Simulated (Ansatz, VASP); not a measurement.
**PbS in VASP and in Ansatz**

Contents of POSCAR:

```
PbS
1.0
    0.0000000000      2.9412293325      2.9412293325
    2.9412293325      0.0000000000      2.9412293325
    2.9412293325      2.9412293325      0.0000000000
Pb S
1 1
Direct
    0.0000000000      0.0000000000      0.0000000000
    0.5000000000      0.5000000000      0.5000000000
```

Contents of INCAR.step1:

```
SYSTEM = PbS
PREC     = Accurate       ! precision mode
ENCUT    = 520            ! plane-wave cutoff, eV
ISMEAR   = 0              ! smearing method
SIGMA    = 0.01           ! smearing width, eV
LREAL    = .FALSE.        ! projectors in reciprocal space
LASPH    = .TRUE.         ! aspherical terms in the spheres
NELM     = 100            ! most SCF steps
NBANDS   = 17             ! bands
GGA      = PE             ! functional
ALGO     = Normal         ! electronic algorithm
EDIFF    = 1E-4           ! SCF threshold, eV
LWAVE    = .TRUE.         ! write WAVECAR
LCHARG   = .FALSE.        ! write CHGCAR
```

The input INCAR.step2:

```
SYSTEM = PbS
PREC     = Accurate       ! precision mode
ENCUT    = 520            ! plane-wave cutoff, eV
EDIFF    = 1E-6           ! SCF threshold, eV
ISMEAR   = 0              ! smearing method
SIGMA    = 0.01           ! smearing width, eV
LREAL    = .FALSE.        ! projectors in reciprocal space
LASPH    = .TRUE.         ! aspherical terms in the spheres
NELM     = 100            ! most SCF steps
ALGO     = Normal         ! electronic algorithm
ISIF     = 2              ! what is computed and relaxed
LWAVE    = .FALSE.        ! write WAVECAR
LCHARG   = .FALSE.        ! write CHGCAR
METAGGA  = R2SCAN         ! meta-GGA
LMIXTAU  = .TRUE.       
NBANDS   = 17             ! bands
ISTART   = 1
```

KPOINTS

```
regular mesh
0
G
  8 8 8
  0 0 0
```

Input for Ansatz:

```yaml
crystal:
  lattice:
    - [0.0, 2.9412293325, 2.9412293325]
    - [2.9412293325, 0.0, 2.9412293325]
    - [2.9412293325, 2.9412293325, 0.0]
  atoms:
    - { symbol: Pb, position: [0.0, 0.0, 0.0] }
    - { symbol: S, position: [0.5, 0.5, 0.5] }
kpoints:
  mp_grid: { grid: [8, 8, 8] }
  band_path:
    path:
      - [0.0, 0.0, 0.0]
      - [0.5, 0.0, 0.5]
      - [0.625, 0.25, 0.625]
      - [0.375, 0.375, 0.75]
      - [0.5, 0.5, 0.5]
      - [0.5, 0.25, 0.75]
    npoints: 1
hamiltonian:
  xc: r2scan
scf:
  occupations: { method: fixed }
  n_extra_bands: 4
output:
  forces: true
  stress: true
  eigenvalues: true
```

Change from the starting cell: hydrostatic strain -1.5%.

Alike in both runs: task single point; functional r2SCAN; k mesh 8 × 8 × 8; no spin polarisation.

```csv
,VASP,Ansatz
version,VASP 6.6.1,Ansatz 0.2.0
potentials or method,"VASP PAW PBE potentials, release 64 (Pb_d, S)","plane waves, PAW"
plane-wave cutoff (eV),520,500
occupations,"gaussian, width 0.01 eV",fixed
valence electrons in the cell,20,20
```

Ansatz gave:

```
gap on the k mesh at the Fermi level (eV) : 0.51
pressure (GPa)                            : 3.0
```

Q: Estimate VASP's values.

A: gap on the k mesh at the Fermi level (eV): 0.52; pressure (GPa): 3.0.

VASP's potentials were made for PBE, not for r2SCAN.

Neither program's run includes spin-orbit coupling.
